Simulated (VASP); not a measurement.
A run of VASP 6.6.1 is set up as follows.

INCAR

```
SYSTEM = MoS2
  PREC = Accurate
  ENCUT = 520
  EDIFF = 1E-7
  ISMEAR = 0
  SIGMA = 0.01
  LREAL = Auto
  LASPH = .True.
  NELM = 80
  ALGO = Normal
  ISIF = 2
  LWAVE = .False.
  LCHARG = .False.
  GGA = PE
  IVDW = 12
  NBANDS = 122
```

File KPOINTS:

```
Automatic mesh
0
Gamma
  4 4 2
  0 0 0
```

File POSCAR:

```
MoS2
1.0
    6.3225532518      0.0000000000      0.0000000000
   -3.1612766259      5.4754917328      0.0000000000
    0.0000000000      0.0000000000     12.3842915501
Mo S
8 16
Direct
    0.1666666667      0.3333333333      0.2500000000
    0.3333333333      0.1666666667      0.7500000000
    0.1666666667      0.8333333333      0.2500000000
    0.3333333333      0.6666666667      0.7500000000
    0.6666666667      0.3333333333      0.2500000000
    0.8333333333      0.1666666667      0.7500000000
    0.6666666667      0.8333333333      0.2500000000
    0.8333333333      0.6666666667      0.7500000000
    0.1666666667      0.3333333333      0.6236241647
    0.3333333333      0.1666666667      0.1236241647
    0.1666666667      0.3333333333      0.8763758353
    0.3333333333      0.1666666667      0.3763758353
    0.1666666667      0.8333333333      0.6236241647
    0.3333333333      0.6666666667      0.1236241647
    0.1666666667      0.8333333333      0.8763758353
    0.3333333333      0.6666666667      0.3763758353
    0.6666666667      0.3333333333      0.6236241647
    0.8333333333      0.1666666667      0.1236241647
    0.6666666667      0.3333333333      0.8763758353
    0.8333333333      0.1666666667      0.3763758353
    0.6666666667      0.8333333333      0.6236241647
    0.8333333333      0.6666666667      0.1236241647
    0.6666666667      0.8333333333      0.8763758353
    0.8333333333      0.6666666667      0.3763758353
```

Potentials or basis: VASP PAW PBE potentials, release 64 (Mo_sv, S).

Launch:

```sh
$ cat potpaw_PBE.64/Mo_sv/POTCAR potpaw_PBE.64/S/POTCAR > POTCAR
$ mpirun -np 1 vasp_std > vasp.out
```

**Question.** What does it give for the pressure?

**Answer.** -1.4 GPa.

**Question.** What does it give for the band gap on the k mesh?

**Answer.** 1.03 eV.

**Question.** Predict the largest force.

**Answer.** 0.012 eV/Å.

**Question.** Estimate the dispersion energy per atom.

**Answer.** -0.423 eV.

Stress tensor (GPa, compression positive):
```
-1.35  0.00  0.00
 0.00 -1.35  0.00
 0.00  0.00 -1.44
```

A k mesh can miss the band edges. A hybrid or GW would open this gap; PBE tends to underestimate it.
